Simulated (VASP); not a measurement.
# CoSi2 (Fm-3m) in VASP: notebook

The runs below take CoSi2 through single point, with PBE.

Program: VASP 6.6.1. These are calculated values, not measurements. Logs are shortened: lines on timing, memory, paths and dates and some standing lists are left out, and cuts for length are marked.

## (1) The cell of the first run

Symmetry: Fm-3m, No. 225, cubic system. The conventional cell has a = 5.250 Å, b = 5.250 Å, c = 5.250 Å, α = 90.00°, β = 90.00°, γ = 90.00°. Co (site symmetry m-3m) has 8 Si at 2.27 Å within 3.0 Å. Within 3.0 Å of Si (site symmetry -43m) lie 4 Co at 2.27 Å and 6 Si at 2.63 Å.

## (2) Single point, PBE (volume scaled by 0.94)

The input, INCAR:

```
SYSTEM = CoSi2
PREC = Accurate
ENCUT = 520
EDIFF = 1E-7
ISMEAR = 0
SIGMA = 0.1
LREAL = .FALSE.
LASPH = .TRUE.
NELM = 60
ALGO = Normal
ISIF = 2
LWAVE = .FALSE.
LCHARG = .FALSE.
GGA = PE
NBANDS = 16
```

The input, KPOINTS:

```
Automatic mesh
0
G
  14 14 14
  0 0 0
```

The input, POSCAR:

```
CoSi2
1.0
    0.0000000000      2.6252143047      2.6252143047
    2.6252143047      0.0000000000      2.6252143047
    2.6252143047      2.6252143047      0.0000000000
Co Si
1 2
Direct
    0.0000000000      0.0000000000      0.0000000000
    0.2500000000      0.2500000000      0.2500000000
    0.7500000000      0.7500000000      0.7500000000
```

Potentials or basis: VASP PAW PBE potentials, release 64 (Co, Si).

On the command line:

```bash
$ cat potpaw_PBE.64/Co/POTCAR potpaw_PBE.64/Si/POTCAR > POTCAR
$ mpirun -np 1 vasp_std > vasp.out
```

OUTCAR:

```text
SYSTEM = CoSi2
   PREC = Accurate
   ENCUT = 520
   EDIFF = 1E-7
   ISMEAR = 0
   LREAL = .FALSE.
   LASPH = .TRUE.
   NELM = 60
   ISIF = 2
   GGA = PE

 ion  position               nearest neighbor table
   1  0.000  0.000  0.000-   3 2.27   3 2.27   3 2.27   2 2.27   3 2.27   2 2.27   2 2.27   2 2.27

   2  0.250  0.250  0.250-   1 2.27   1 2.27   1 2.27   1 2.27   3 2.63   3 2.63   3 2.63   3 2.63
                             3 2.63   3 2.63
   3  0.750  0.750  0.750-   1 2.27   1 2.27   1 2.27   1 2.27   2 2.63   2 2.63   2 2.63   2 2.63
                             2 2.63   2 2.63

  LATTYP: Found a face centered cubic cell.
 ALAT       =     5.2504286094

  Lattice vectors:

 A1 = (   0.0000000000,   2.6252143047,   2.6252143047)
 A2 = (   2.6252143047,   0.0000000000,   2.6252143047)
 A3 = (   2.6252143047,   2.6252143047,   0.0000000000)

Analysis of symmetry for initial positions (statically):
=====================================================================
 Subroutine PRICEL returns:
 Original cell was already a primitive cell.

 Routine SETGRP: Setting up the symmetry group for a
 face centered cubic supercell.

 Subroutine GETGRP returns: Found 48 space group operations
 (whereof 48 operations were pure point group operations)
 out of a pool of 48 trial point group operations.

The static configuration has the point symmetry O_h .

Analysis of symmetry for dynamics (positions and initial velocities):
=====================================================================
 Subroutine PRICEL returns:
 Original cell was already a primitive cell.

 Routine SETGRP: Setting up the symmetry group for a
 face centered cubic supercell.

 Subroutine GETGRP returns: Found 48 space group operations
 (whereof 48 operations were pure point group operations)
 out of a pool of 48 trial point group operations.

The dynamic configuration has the point symmetry O_h .

 Subroutine INISYM returns: Found 48 space group operations
 (whereof 48 operations are pure point group operations),
 and found     1 'primitive' translations

----------------------------------------------------------------------------------------

                                     Primitive cell

  volume of cell :      36.1846

  direct lattice vectors                    reciprocal lattice vectors
     0.000000000  2.625214305  2.625214305    -0.190460641  0.190460641  0.190460641
     2.625214305  0.000000000  2.625214305     0.190460641 -0.190460641  0.190460641
     2.625214305  2.625214305  0.000000000     0.190460641  0.190460641 -0.190460641

  length of vectors
     3.712613674  3.712613674  3.712613674     0.329887508  0.329887508  0.329887508

  position of ions in fractional coordinates (direct lattice)
     0.000000000  0.000000000  0.000000000
     0.250000000  0.250000000  0.250000000
     0.750000000  0.750000000  0.750000000

  ion indices of the primitive-cell ions
   primitive index   ion index
                 1           1
                 2           2
                 3           3

----------------------------------------------------------------------------------------

 KPOINTS: Automatic mesh

Automatic generation of k-mesh.
 Grid dimensions read from file:
 generate k-points for:   14   14   14

 Generating k-lattice:

  Cartesian coordinates                     Fractional coordinates (reciprocal lattice)
    -0.013604332  0.013604332  0.013604332     0.071428571  0.000000000  0.000000000
     0.013604332 -0.013604332  0.013604332     0.000000000  0.071428571  0.000000000
     0.013604332  0.013604332 -0.013604332     0.000000000  0.000000000  0.071428571

  Length of vectors
     0.023563393  0.023563393  0.023563393

  Shift w.r.t. Gamma in fractional coordinates (k-lattice)
     0.000000000  0.000000000  0.000000000

 Subroutine IBZKPT returns following result:
 ===========================================

 Found    104 irreducible k-points:

 Following reciprocal coordinates:
            Coordinates               Weight
  0.000000  0.000000  0.000000      1.000000
  0.071429  0.000000  0.000000      8.000000
  0.142857  0.000000  0.000000      8.000000
  0.214286  0.000000  0.000000      8.000000
  0.285714  0.000000  0.000000      8.000000
  0.357143  0.000000  0.000000      8.000000
[... 16 lines left out ...]
  0.214286  0.142857  0.000000     24.000000
  0.285714  0.142857  0.000000     24.000000
 [... further k-points ...]
   k-points           NKPTS =    104   k-points in BZ     NKDIM =    104   number of bands    NBANDS=     16
   number of dos      NEDOS =    301   number of ions     NIONS =      3
   total plane-waves  NPLWV =  21952
   dimension x,y,z NGX =    28 NGY =   28 NGZ =   28
   dimension x,y,z NGXF=    56 NGYF=   56 NGZF=   56
   ions per type =               1   2
   NGX,Y,Z   is equivalent  to a cutoff of  12.54, 12.54, 12.54 a.u.
   NGXF,Y,Z  is equivalent  to a cutoff of  25.08, 25.08, 25.08 a.u.
 SYSTEM =  CoSi2
   PREC   = accura    normal or accurate (medium, high low for compatibility)
   ISTART =      0    job   : 0-new  1-cont  2-samecut
   ICHARG =      2    charge: 1-file 2-atom 10-const
   ISPIN  =      1    spin polarized calculation?
   LNONCOLLINEAR =      F non collinear calculations
   LSORBIT =      F    spin-orbit coupling
   LASPH  =      T    aspherical Exc in radial PAW
   ENCUT  =  520.0 eV  38.22 Ry    6.18 a.u.   6.90  6.90  6.90*2*pi/ulx,y,z
   NELM   =     60;   NELMIN=  2; NELMDL= -5     # of ELM steps
   EDIFF  = 0.1E-06   stopping-criterion for ELM
   LREAL  =      F    real-space projection
   EDIFFG = 0.1E-05   stopping-criterion for IOM
   NSW    =      0    number of steps for IOM
   IBRION =     -1    ionic relax: 0-MD 1-quasi-New 2-CG
   NFREE  =      0    steps in history (QN), initial steepest desc. (CG)
   ISIF   =      2    stress and relaxation
   ISYM   =      2    0-nonsym 1-usesym 2-fastsym
   POTIM  = 0.5000    time-step for ionic-motion
   TEBEG  =    0.0;   TEEND  =   0.0 temperature during run
   PSTRESS=    0.0 pullay stress
   NELECT =      17.0000    total number of electrons
   NUPDOWN=      -1.0000    fix difference up-down
   EMIN   =  10.00;   EMAX   =-10.00  energy-range for DOS
   EFERMI =   0.00;   METHOD = LEGACY
   ISMEAR =     0;   SIGMA  =   0.10  broadening in eV -4-tet -1-fermi 0-gaus
   EFERMI_NEDOS =   21; number of points for ismear=-14 and -15
   IALGO  =     38    algorithm
   IMIX   =      4    mixing-type and parameters
     AMIX     =   0.40;   BMIX     =  1.00
     AMIX_MAG =   1.60;   BMIX_MAG =  1.00
  volume/ion in A,a.u.               =      12.06        81.40
  Fermi-wavevector in a.u.,A,eV,Ry     =   1.272672  2.405001 22.037264  1.619693
  Thomas-Fermi vector in A             =   2.405537
   LORBIT       =      0    0 simple, 1 ext, 2 COOP (PROOUT), +10 PAW based schemes
   GGA     = PE    functional components
   LHFCALC =     F    Hartree Fock is set to
   AEXX    =    0.0000 exact exchange contribution
   IVDW    =     0    specifies the selected vdW correction
   LEPSILON=     F    determine dielectric tensor
   LRPA    =     F    only Hartree local field effects (RPA)
 non-spin polarized calculation
 Gauss-broadening in eV      SIGMA  =   0.10
  energy-cutoff  :      520.00
  volume of cell :       36.18
 maximum number of plane-waves:       990
   NGX = 13   NGY = 13   NGZ = 13

 number of electron      17.0000006 magnetization

 Free energy of the ion-electron system (eV)
  ---------------------------------------------------
  ext. energy  EPLUGINS =         0.00000000
  ---------------------------------------------------
  free energy    TOTEN  =       -19.21281929 eV

  energy without entropy =      -19.20785249  energy(sigma->0) =      -19.21033589

 E-fermi :  10.9332     XC(G=0): -12.0235

 val. band max:       10.8399137617   @ k =   0.4286   0.0714   0.0000
 cond. band min:      10.9363882392   @ k =   0.3571   0.0714   0.0000
 fundamental gap:      0.0964744775
 Fermi energy:        10.9331844760

 k-point     1 :       0.0000    0.0000    0.0000
  band No.  band energies     occupation
      1      -2.6768      2.00000
      2       6.5661      2.00000
      3       6.5661      2.00000
      4       6.5661      2.00000
      5       8.8060      2.00000
      6       8.8060      2.00000
[... 8 lines left out ...]
     15      16.8553      0.00000
     16      16.8553      0.00000

 k-point     2 :       0.0714    0.0000    0.0000
  band No.  band energies     occupation
      1      -2.5957      2.00000
      2       6.3859      2.00000
      3       6.5953      2.00000
      4       6.5953      2.00000
      5       8.7805      2.00000
      6       8.7805      2.00000
[... 8 lines left out ...]
     15      16.5306      0.00000
     16      16.7101      0.00000

 k-point     3 :       0.1429    0.0000    0.0000
  band No.  band energies     occupation
      1      -2.3534      2.00000
      2       5.8822      2.00000
      3       6.6774      2.00000
      4       6.6774      2.00000
      5       8.7199      2.00000
      6       8.7199      2.00000
[... 8 lines left out ...]
     15      16.3698      0.00000
     16      17.1500      0.00000

 k-point     4 :       0.2143    0.0000    0.0000
  band No.  band energies     occupation
      1      -1.9534      2.00000
      2       5.1285      2.00000
      3       6.7940      2.00000
      4       6.7940      2.00000
      5       8.6664      2.00000
      6       8.6664      2.00000
[... 8 lines left out ...]
     15      17.2194      0.00000
     16      18.2681      0.00000
[... 324 lines left out ...]
 k-point    22 :       0.1429    0.1429    0.0000
  band No.  band energies     occupation
      1      -2.2455      2.00000
      2       5.9789      2.00000
      3       6.5959      2.00000
      4       6.5959      2.00000
      5       8.3770      2.00000
      6       8.9198      2.00000
[... 8 lines left out ...]
     15      17.5616      0.00000
     16      17.5616      0.00000

 k-point    23 :       0.2143    0.1429    0.0000
  band No.  band energies     occupation
      1      -1.9519      2.00000
      2       5.5563      2.00000
      3       6.6384      2.00000
      4       6.6786      2.00000
      5       8.1448      2.00000
      6       8.9618      2.00000
[... 8 lines left out ...]
     15      18.4650      0.00000
     16      18.6251      0.00000

 k-point    24 :       0.2857    0.1429    0.0000
  band No.  band energies     occupation
      1      -1.5037      2.00000
      2       4.8647      2.00000
      3       6.7207      2.00000
      4       6.7917      2.00000
      5       7.9507      2.00000
      6       9.0049      2.00000
[... 8 lines left out ...]
     15      19.4966      0.00000
     16      19.8440      0.00000

 [... further k-points ...]
[... 5 lines left out ...]
  --------------------------------------------------------------------------------------
  -------------------------------------------------------------------------------------
  Total        2.8402774      2.8402774      2.8402774     -0.0000000      0.0000000      0.0000000
  in kB      125.7613122    125.7613122    125.7613122     -0.0000000      0.0000000      0.0000000
  external PRESSURE =     125.7613122 kB  Pullay stress =       0.0000000 kB

 VOLUME and BASIS-vectors are now :
 -----------------------------------------------------------------------------
  energy-cutoff  :      520.00
  volume of cell :       36.18
      direct lattice vectors                 reciprocal lattice vectors
     0.000000000  2.625214305  2.625214305    -0.190460641  0.190460641  0.190460641
     2.625214305  0.000000000  2.625214305     0.190460641 -0.190460641  0.190460641
     2.625214305  2.625214305  0.000000000     0.190460641  0.190460641 -0.190460641

 POSITION                                       TOTAL-FORCE (eV/Angst)
 -----------------------------------------------------------------------------------
      0.00000      0.00000      0.00000         0.000000     -0.000000     -0.000000
      1.31261      1.31261      1.31261        -0.000000     -0.000000     -0.000000
      3.93782      3.93782      3.93782         0.000000      0.000000      0.000000
 -----------------------------------------------------------------------------------
    total drift:                               -0.000000     -0.000000      0.000000

  FREE ENERGIE OF THE ION-ELECTRON SYSTEM (eV)
  ---------------------------------------------------
  free  energy   TOTEN  =       -19.2128192939 eV

  energy  without entropy=      -19.2078524918  energy(sigma->0) =      -19.21033589
```

Run time: 27 s. Hardware: 1 thread of Intel Xeon 6975P-C (Granite Rapids), shared host; peak memory 0.19 GiB.

Results:

| Quantity | Value |
| --- | --- |
| Free energy | -19.2128 eV |
| Pressure | 12.6 GPa |

Levels at points of the mesh, in eV from the Fermi level:
```tsv
k point	band 5	band 6	band 7	band 8	band 9	band 10	band 11	band 12	band 13	band 14
(0.00, 0.00, 0.00)	-2.13	-2.13	1.35	3.45	3.45	3.45	3.64	3.64	3.64	5.92
(0.50, 0.00, 0.00)	-2.33	-1.81	-1.81	-0.52	-0.52	2.88	3.58	3.58	4.87	10.63
(0.50, 0.50, 0.00)	-3.85	-2.14	-2.14	-2.10	-1.49	1.81	2.94	8.60	10.19	10.19
```

## (3) Single point, PBE (volume scaled by 0.97)

The input, INCAR:

```
PREC     = Accurate       # precision mode
ENCUT    = 520            # plane-wave cutoff, eV
EDIFF    = 1E-6           # SCF threshold, eV
ISMEAR   = 0              # smearing method
SIGMA    = 0.1            # smearing width, eV
LREAL    = F              # projectors in reciprocal space
LASPH    = T              # aspherical terms in the spheres
NELM     = 60             # most SCF steps
ALGO     = Normal         # electronic algorithm
ISIF     = 2              # what is computed and relaxed
LWAVE    = F              # write WAVECAR
LCHARG   = T              # write CHGCAR
GGA      = PE             # functional
LELF     = T              # ELF
LVHAR    = T            
NBANDS   = 16             # bands
```

The input, KPOINTS:

```
regular mesh
0
Gamma
  14 14 14
```

The input, POSCAR:

```
CoSi2
1.0
    0.0000000000      2.6528501703      2.6528501703
    2.6528501703      0.0000000000      2.6528501703
    2.6528501703      2.6528501703      0.0000000000
Co Si
1 2
Direct
    0.0000000000      0.0000000000      0.0000000000
    0.2500000000      0.2500000000      0.2500000000
    0.7500000000      0.7500000000      0.7500000000
```

Potentials or basis: VASP PAW PBE potentials, release 64 (Co, Si).

On the command line:

```bash
$ cat potpaw_PBE.64/Co/POTCAR potpaw_PBE.64/Si/POTCAR > POTCAR
$ mpirun -np 1 vasp_std > vasp.out
```

Wall time 26 s (1 thread of Intel Xeon 6975P-C (Granite Rapids), shared host); peak memory 0.19 GiB.

It converged, with:

```yaml
Free_energy: -19.2780 eV
Pressure: 5.7 GPa
```

Levels at points of the mesh, in eV from the Fermi level:
```tsv
k point	band 7	band 8	band 9	band 10	band 11	band 12
(0.00, 0.00, 0.00)	1.03	3.44	3.44	3.44	3.51	3.51
(0.50, 0.00, 0.00)	-1.72	-0.50	-0.50	2.77	3.48	3.48
(0.50, 0.50, 0.00)	-2.05	-2.01	-1.41	1.68	2.93	8.57
```
